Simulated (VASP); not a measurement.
# TiO2: relaxation of cell and atoms with LDA

Crystal: TiO2.

```xyz
6
Lattice="-1.8921 1.8921 4.7573 1.8921 -1.8921 4.7573 1.8921 1.8921 -4.7573" Properties=species:S:1:pos:R:3 pbc="T T T"
Ti    0.0000    0.0000    0.0000
Ti    0.0000    1.8921    2.3786
O     0.0000    0.0000    1.9800
O     0.0000    1.8921    4.3586
O     0.0000    1.8921    0.3987
O     0.0000    0.0000    7.5346
```

| Item | Value |
| --- | --- |
| Program | VASP 6.6.1 |
| Task | relaxation of cell and atoms |
| Functional | LDA |
| Potentials or basis | VASP PAW LDA potentials, release 64 (Ti_sv, O) |
| Cutoff | 600 eV |
| k mesh | 10 × 10 × 10 |
| Occupations | gaussian, width 0.02 eV |
| Spin | no spin polarisation |
| Dipole correction | no |
| Further INCAR settings | ALGO = Normal; EDIFF = 1e-06; IBRION = 2; EDIFFG = -0.01; NSW = 80; ISIF = 3 |

- Relaxed volume: 11.06 Å³/atom
- Relaxed cell: a = 5.420 Å, b = 5.420 Å, c = 5.420 Å, α = 139.57°, β = 139.57°, γ = 58.50°
- Space group after relaxing (to 0.05 Å): I4_1/amd (No. 141)
- Energy gained by relaxing: 5.6 meV/atom
- Ionic steps: 6
- Pressure after relaxing: 0.1 GPa
- Largest force after relaxing: 0.003 eV/Å
- Band gap on the k mesh: 2.06 eV, indirect (least direct gap 2.41 eV)

Forces on the atoms (eV/Å):
```
Ti   0.000  0.000  0.000
Ti   0.000  0.000  0.000
O    0.000  0.000  0.003
O    0.000  0.000  0.003
O    0.000  0.000 -0.003
O    0.000  0.000 -0.003
```

The path:
```tsv
step	energy change (eV)	largest force (eV/Å)	pressure (GPa)	volume (Å³)
1	0.0000	0.0899	-5.77	68.13
2	0.0280	0.3180	8.76	64.17
3	-0.0325	0.0757	-0.06	66.42
4	-0.0325	0.0794	0.01	66.38
5	-0.0333	0.0232	0.06	66.31
6	-0.0334	0.0030	0.07	66.33
```

Final structure:
```
CELL_PARAMETERS angstrom
-1.87266 1.87266 4.72863
1.87266 -1.87266 4.72863
1.87266 1.87266 -4.72863
ATOMIC_POSITIONS crystal
Ti 0.00000 0.00000 0.00000
Ti 0.75000 0.25000 0.50000
O 0.20817 0.20817 0.00000
O 0.95817 0.45817 0.50000
O 0.54183 0.04183 0.50000
O 0.79183 0.79183 0.00000
```

Levels at points of the mesh, in eV from the valence-band top:
| k point | band 22 | band 23 | band 24 | band 25 | band 26 | band 27 |
| --- | --- | --- | --- | --- | --- | --- |
| (0.00, 0.00, 0.00) | -0.76 | -0.50 | -0.50 | 2.06 | 2.86 | 4.07 |
| (0.50, 0.00, 0.00) | -1.02 | -0.82 | -0.65 | 3.27 | 3.61 | 3.63 |
| (0.50, 0.50, 0.00) | -2.17 | -0.03 | -0.03 | 3.39 | 3.39 | 3.91 |
| (0.50, 0.50, 0.50) | -1.28 | -0.11 | -0.11 | 2.45 | 2.45 | 3.85 |

It took 19 min on 1 thread of AMD EPYC 9R45 96-Core Processor (Zen 5), on a shared host, peak memory 0.38 GiB.

A k mesh can miss the band edges. Zero-point motion and thermal expansion aren't in these numbers.
